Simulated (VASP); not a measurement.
# NaF in VASP: further runs, part 2 of 2

VASP 6.6.1. Earlier steps stand in the parts before.

## (3) Single point, PBE (uniaxial z strain +5.0%)

Contents of INCAR:

```
SYSTEM = NaF
PREC = Accurate
ENCUT = 520
EDIFF = 1E-7
ISMEAR = -1
SIGMA = 0.02
LREAL = .FALSE.
LASPH = .TRUE.
NELM = 100
ALGO = Normal
ISIF = 2
LWAVE = .FALSE.
LCHARG = .FALSE.
GGA = PE
NBANDS = 14
```

Contents of KPOINTS:

```
regular mesh
0
G
  10 10 10
  0 0 0
```

Contents of POSCAR:

```
NaF
1.0
    0.0000000000      2.2971680842      2.4120264884
    2.2971680842      0.0000000000      2.4120264884
    2.2971680842      2.2971680842      0.0000000000
Na F
1 1
Direct
    0.0000000000      0.0000000000      0.0000000000
    0.5000000000      0.5000000000      0.5000000000
```

Potentials or basis: VASP PAW PBE potentials, release 64 (Na_pv, F).

Run with:

```
cat potpaw_PBE.64/Na_pv/POTCAR potpaw_PBE.64/F/POTCAR > POTCAR
mpirun -np 1 vasp_std > vasp.out
```

OUTCAR:

```text
SYSTEM = NaF
   PREC = Accurate
   ENCUT = 520
   EDIFF = 1E-7
   ISMEAR = -1
   LREAL = .FALSE.
   LASPH = .TRUE.
   NELM = 100
   ISIF = 2
   GGA = PE

 ion  position               nearest neighbor table
   1  0.000  0.000  0.000-   2 2.30   2 2.30   2 2.30   2 2.30
   2  0.500  0.500  0.500-   1 2.30   1 2.30   1 2.30   1 2.30

  LATTYP: Found a body centered tetragonal cell.
 ALAT       =     3.2486862597
 C/A-ratio  =     1.4849242405

  Lattice vectors:

 A1 = (  -2.2971680842,   0.0000000000,   2.4120264884)
 A2 = (   2.2971680842,   0.0000000000,   2.4120264884)
 A3 = (   0.0000000000,   2.2971680842,  -2.4120264884)

Analysis of symmetry for initial positions (statically):
=====================================================================
 Subroutine PRICEL returns:
 Original cell was already a primitive cell.

 Routine SETGRP: Setting up the symmetry group for a
 body centered tetragonal supercell.

 Subroutine GETGRP returns: Found 16 space group operations
 (whereof 16 operations were pure point group operations)
 out of a pool of 16 trial point group operations.

The static configuration has the point symmetry D_4h.

Analysis of symmetry for dynamics (positions and initial velocities):
=====================================================================
 Subroutine PRICEL returns:
 Original cell was already a primitive cell.

 Routine SETGRP: Setting up the symmetry group for a
 body centered tetragonal supercell.

 Subroutine GETGRP returns: Found 16 space group operations
 (whereof 16 operations were pure point group operations)
 out of a pool of 16 trial point group operations.

The dynamic configuration has the point symmetry D_4h.

 Subroutine INISYM returns: Found 16 space group operations
 (whereof 16 operations are pure point group operations),
 and found     1 'primitive' translations

----------------------------------------------------------------------------------------

                                     Primitive cell

  volume of cell :      25.4564

  direct lattice vectors                    reciprocal lattice vectors
     0.000000000  2.297168084  2.412026488    -0.217659301  0.217659301  0.207294573
     2.297168084  0.000000000  2.412026488     0.217659301 -0.217659301  0.207294573
     2.297168084  2.297168084  0.000000000     0.217659301  0.217659301 -0.207294573

  length of vectors
     3.330893722  3.330893722  3.248686260     0.371109394  0.371109394  0.371109394

  position of ions in fractional coordinates (direct lattice)
     0.000000000  0.000000000  0.000000000
     0.500000000  0.500000000  0.500000000

  ion indices of the primitive-cell ions
   primitive index   ion index
                 1           1
                 2           2

----------------------------------------------------------------------------------------

 KPOINTS: regular mesh

Automatic generation of k-mesh.
 Grid dimensions read from file:
 generate k-points for:   10   10   10

 Generating k-lattice:

  Cartesian coordinates                     Fractional coordinates (reciprocal lattice)
    -0.021765930  0.021765930  0.020729457     0.100000000  0.000000000  0.000000000
     0.021765930 -0.021765930  0.020729457     0.000000000  0.100000000  0.000000000
     0.021765930  0.021765930 -0.020729457     0.000000000  0.000000000  0.100000000

  Length of vectors
     0.037110939  0.037110939  0.037110939

  Shift w.r.t. Gamma in fractional coordinates (k-lattice)
     0.000000000  0.000000000  0.000000000

 Subroutine IBZKPT returns following result:
 ===========================================

 Found    102 irreducible k-points:

 Following reciprocal coordinates:
            Coordinates               Weight
  0.000000  0.000000  0.000000      1.000000
  0.100000 -0.000000  0.000000      8.000000
  0.200000 -0.000000  0.000000      8.000000
  0.300000  0.000000  0.000000      8.000000
  0.400000 -0.000000  0.000000      8.000000
  0.500000  0.000000  0.000000      4.000000
[... 16 lines left out ...]
  0.300000  0.300000  0.000000      2.000000
  0.400000  0.300000  0.000000      8.000000
 [... further k-points ...]
   k-points           NKPTS =    102   k-points in BZ     NKDIM =    102   number of bands    NBANDS=     14
   number of dos      NEDOS =    301   number of ions     NIONS =      2
   total plane-waves  NPLWV =  18816
   dimension x,y,z NGX =    28 NGY =   28 NGZ =   24
   dimension x,y,z NGXF=    56 NGYF=   56 NGZF=   48
   ions per type =               1   1
   NGX,Y,Z   is equivalent  to a cutoff of  13.97, 13.97, 12.28 a.u.
   NGXF,Y,Z  is equivalent  to a cutoff of  27.95, 27.95, 24.56 a.u.
 SYSTEM =  NaF
   PREC   = accura    normal or accurate (medium, high low for compatibility)
   ISTART =      0    job   : 0-new  1-cont  2-samecut
   ICHARG =      2    charge: 1-file 2-atom 10-const
   ISPIN  =      1    spin polarized calculation?
   LNONCOLLINEAR =      F non collinear calculations
   LSORBIT =      F    spin-orbit coupling
   LASPH  =      T    aspherical Exc in radial PAW
   ENCUT  =  520.0 eV  38.22 Ry    6.18 a.u.   6.19  6.19  6.04*2*pi/ulx,y,z
   NELM   =    100;   NELMIN=  2; NELMDL= -5     # of ELM steps
   EDIFF  = 0.1E-06   stopping-criterion for ELM
   LREAL  =      F    real-space projection
   EDIFFG = 0.1E-05   stopping-criterion for IOM
   NSW    =      0    number of steps for IOM
   IBRION =     -1    ionic relax: 0-MD 1-quasi-New 2-CG
   NFREE  =      0    steps in history (QN), initial steepest desc. (CG)
   ISIF   =      2    stress and relaxation
   ISYM   =      2    0-nonsym 1-usesym 2-fastsym
   POTIM  = 0.5000    time-step for ionic-motion
   TEBEG  =    0.0;   TEEND  =   0.0 temperature during run
   PSTRESS=    0.0 pullay stress
   NELECT =      14.0000    total number of electrons
   NUPDOWN=      -1.0000    fix difference up-down
   EMIN   =  10.00;   EMAX   =-10.00  energy-range for DOS
   EFERMI =   0.00;   METHOD = LEGACY
   ISMEAR =    -1;   SIGMA  =   0.02  broadening in eV -4-tet -1-fermi 0-gaus
   EFERMI_NEDOS =   21; number of points for ismear=-14 and -15
   IALGO  =     38    algorithm
   IMIX   =      4    mixing-type and parameters
     AMIX     =   0.40;   BMIX     =  1.00
     AMIX_MAG =   1.60;   BMIX_MAG =  1.00
  volume/ion in A,a.u.               =      12.73        85.89
  Fermi-wavevector in a.u.,A,eV,Ry     =   1.341276  2.534645 24.477188  1.799023
  Thomas-Fermi vector in A             =   2.469523
   LORBIT       =      0    0 simple, 1 ext, 2 COOP (PROOUT), +10 PAW based schemes
   GGA     = PE    functional components
[... 5 lines left out ...]
 non-spin polarized calculation
  energy-cutoff  :      520.00
  volume of cell :       25.46
 maximum number of plane-waves:       701
 NGX is ok and might be reduce to    28
   NGX = 13   NGY = 13   NGZ = 13

 number of electron      14.0000003 magnetization

 Free energy of the ion-electron system (eV)
  ---------------------------------------------------
  ext. energy  EPLUGINS =         0.00000000
  ---------------------------------------------------
  free energy    TOTEN  =        -8.55819092 eV

  energy without entropy =       -8.55819092  energy(sigma->0) =       -8.55819092

 E-fermi :  -1.6962     XC(G=0):  -9.0424

 val. band max:       -2.1826874055   @ k =   0.0000   0.0000   0.0000
 cond. band min:       3.9900946937   @ k =   0.0000   0.0000   0.0000
 fundamental gap:      6.1727820993
 Fermi energy:        -1.6961720170

 k-point     1 :       0.0000    0.0000    0.0000
  band No.  band energies     occupation
      1     -21.3220      2.00000
      2     -21.2039      2.00000
      3     -21.1843      2.00000
      4     -21.1843      2.00000
      5      -2.1844      2.00000
      6      -2.1844      2.00000
      7      -2.1827      2.00000
      8       3.9901      0.00000
      9      16.4246      0.00000
     10      16.7639      0.00000
     11      16.7639      0.00000
     12      19.4709      0.00000
     13      20.9288      0.00000
     14      22.2998      0.00000
[... 375 lines left out ...]
 k-point    24 :       0.4000    0.3000    0.0000
  band No.  band energies     occupation
      1     -21.5809      2.00000
      2     -21.2366      2.00000
      3     -21.2153      2.00000
      4     -20.8305      2.00000
      5      -3.3280      2.00000
      6      -2.5255      2.00000
      7      -2.4601      2.00000
      8       8.0573      0.00000
      9      11.8369      0.00000
     10      13.8953      0.00000
     11      17.4182      0.00000
     12      17.5479      0.00000
     13      22.6128      0.00000
     14      24.6021      0.00000

 [... further k-points ...]

------------------------ aborting loop because EDIFF is reached ----------------------------------------

  FORCE on cell =-STRESS in cart. coord.  units (eV):
  Direction    XX          YY          ZZ          XY          YZ          ZX
  --------------------------------------------------------------------------------------
  -------------------------------------------------------------------------------------
  Total        0.3613170      0.3613170     -0.2003619      0.0000000      0.0000000     -0.0000000
  in kB       22.7405721     22.7405721    -12.6103757      0.0000000      0.0000000     -0.0000000
  external PRESSURE =      10.9569229 kB  Pullay stress =       0.0000000 kB

 VOLUME and BASIS-vectors are now :
 -----------------------------------------------------------------------------
  energy-cutoff  :      520.00
  volume of cell :       25.46
      direct lattice vectors                 reciprocal lattice vectors
     0.000000000  2.297168084  2.412026488    -0.217659301  0.217659301  0.207294573
     2.297168084  0.000000000  2.412026488     0.217659301 -0.217659301  0.207294573
     2.297168084  2.297168084  0.000000000     0.217659301  0.217659301 -0.207294573

 POSITION                                       TOTAL-FORCE (eV/Angst)
 -----------------------------------------------------------------------------------
      0.00000      0.00000      0.00000         0.000000     -0.000000      0.000000
      2.29717      2.29717      2.41203        -0.000000      0.000000     -0.000000
 -----------------------------------------------------------------------------------
    total drift:                                0.000000      0.000000      0.000000

  FREE ENERGIE OF THE ION-ELECTRON SYSTEM (eV)
  ---------------------------------------------------
  free  energy   TOTEN  =        -8.5581909245 eV

  energy  without entropy=       -8.5581909245  energy(sigma->0) =       -8.55819092
```

It took 14 s on 1 thread of Intel Xeon 6975P-C (Granite Rapids), shared host; peak memory 0.16 GiB.

What came out:

| Item | Value |
| --- | --- |
| Free energy | -8.5582 eV |
| Pressure | 1.1 GPa |
| Band gap on the k mesh | 6.17 eV, direct |

Caveat: the cell differs from its parent crystal (uniaxial z strain +5.0%).

## (4) Single point, PBE (strain along [111] +3.0%)

Contents of INCAR:

```
  PREC = Accurate
  ENCUT = 520
  EDIFF = 1E-7
  ISMEAR = -1
  SIGMA = 0.02
  LREAL = False
  LASPH = True
  NELM = 100
  ALGO = Normal
  ISIF = 2
  LWAVE = False
  LCHARG = False
  GGA = PE
  NBANDS = 14
```

Contents of KPOINTS:

```
Automatic mesh
0
Gamma
  10 10 10
```

Contents of POSCAR:

```
NaF
1.0
    0.0459433617      2.3431114458      2.3431114458
    2.3431114458      0.0459433617      2.3431114458
    2.3431114458      2.3431114458      0.0459433617
Na F
1 1
Direct
    0.0000000000      0.0000000000      0.0000000000
    0.5000000000      0.5000000000      0.5000000000
```

Run with:

```
cat potpaw_PBE.64/Na_pv/POTCAR potpaw_PBE.64/F/POTCAR > POTCAR
mpirun -np 1 vasp_std > vasp.out
```

Run time: 18 s. Hardware: 1 thread of Intel Xeon 6975P-C (Granite Rapids), shared host; peak memory 0.17 GiB.

It converged, with:

```
Free energy            : -8.5603 eV
Pressure               : 1.8 GPa
Band gap on the k mesh : 6.25 eV, direct
```

Stress tensor (GPa, compression positive):
```
 1.81 -0.56 -0.56
-0.56  1.81 -0.56
-0.56 -0.56  1.81
```

Levels at points of the mesh, in eV from the valence-band top:
| k point | band 5 | band 6 | band 7 | band 8 | band 9 | band 10 |
| --- | --- | --- | --- | --- | --- | --- |
| (0.00, 0.00, 0.00) | -0.08 | 0.00 | 0.00 | 6.25 | 18.46 | 19.16 |
| (0.50, 0.00, 0.00) | -1.60 | -0.33 | -0.27 | 10.73 | 12.49 | 19.76 |
| (0.50, 0.50, 0.00) | -1.30 | -0.47 | -0.39 | 13.09 | 13.22 | 13.58 |
| (0.50, 0.50, 0.50) | -1.63 | -0.23 | -0.23 | 10.72 | 12.15 | 20.36 |

Caveat: the cell differs from its parent crystal (strain along [111] +3.0%).

## (5) The runs side by side

| cell | gap on the mesh (eV) | pressure (GPa) |
| --- | --- | --- |
| a = 3.249, b = 3.331, c = 3.331 Å, angles 58.4, 60.8, 60.8°, 2 atoms | 6.17 | 1.1 |
| a = 3.331, b = 3.331, c = 3.249 Å, angles 60.8, 60.8, 58.4°, 2 atoms | 6.17 | 1.1 |
| a = 3.314 Å, angles 58.7°, 2 atoms | 6.25 | 1.8 |

Alike in all rows: task single point; level PBE; potentials or basis VASP PAW PBE potentials, release 64 (Na_pv, F); no spin polarisation; k mesh 10 × 10 × 10; cutoff (eV) 520; smearing fermi-dirac 0.02 eV.

Total energies depend on the potentials used, so only differences within one code and one set of settings carry meaning.
